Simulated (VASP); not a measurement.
Set up this calculation in VASP 6.6.1, as the native input.

* Task: relaxation of cell and atoms
* Functional: PBEsol
* Potentials or basis: VASP PAW PBE potentials, release 64 (Au)
* Cutoff: 600 eV
* k mesh: 8 × 8 × 8
* Occupations: gaussian, width 0.1 eV
* Spin: no spin polarisation
* Dipole correction: no
* Further INCAR settings: ALGO = Normal; EDIFF = 1e-06; IBRION = 2; EDIFFG = -0.05; NSW = 80; ISIF = 3

The structure of Au lies in POSCAR:

```
Au
1.0
   -2.9270896287      2.9270896287      1.5431055980
    2.9270896287     -2.9270896287      1.5431055980
    2.9270896287      2.9270896287     -1.5431055980
Au
2
Direct
    0.7500000000      0.2500000000      0.5000000000
    0.0000000000      0.0000000000      0.0000000000
```

One way to write it, as run:

INCAR

```
SYSTEM = Au
PREC = Accurate
ENCUT = 600
EDIFF = 1E-6
ISMEAR = 0
SIGMA = 0.1
LREAL = .False.
LASPH = .True.
NELM = 60
ALGO = Normal
ISIF = 3
LWAVE = .False.
LCHARG = .False.
GGA = PS
IBRION = 2
NSW = 80
EDIFFG = -0.05
```

KPOINTS

```
Automatic mesh
0
Gamma
  8 8 8
  0 0 0
```

Potentials or basis: VASP PAW PBE potentials, release 64 (Au).

Run with:

```console
$ cat potpaw_PBE.64/Au/POTCAR > POTCAR
$ mpirun -np 1 vasp_std > vasp.out
```

It gave:

```
Relaxed volume                        : 18.60 Å³/atom
Relaxed cell                          : a = 3.948 Å, b = 3.948 Å, c = 3.948 Å, α = 96.73°, β = 96.73°, γ = 139.96°
Space group after relaxing (to 0.1 Å) : I4_1/amd (No. 141)
Energy gained by relaxing             : 683.4 meV/atom
Ionic steps                           : 4
Pressure after relaxing               : 0.0 GPa
Band gap on the k mesh                : zero (bands 11 and 12 overlap by 4.59 eV)
```

Caveat: the volume moved by over 15 % at a fixed basis, so the end points are rough; the PAW data sets were made with another functional, which shifts forces and pressure a little; spin-orbit coupling is left out, which moves the levels of the heavy elements.

Wall time 95 s on 1 thread of AMD EPYC 9R45 96-Core Processor (Zen 5) (shared host), peak memory 0.21 GiB.
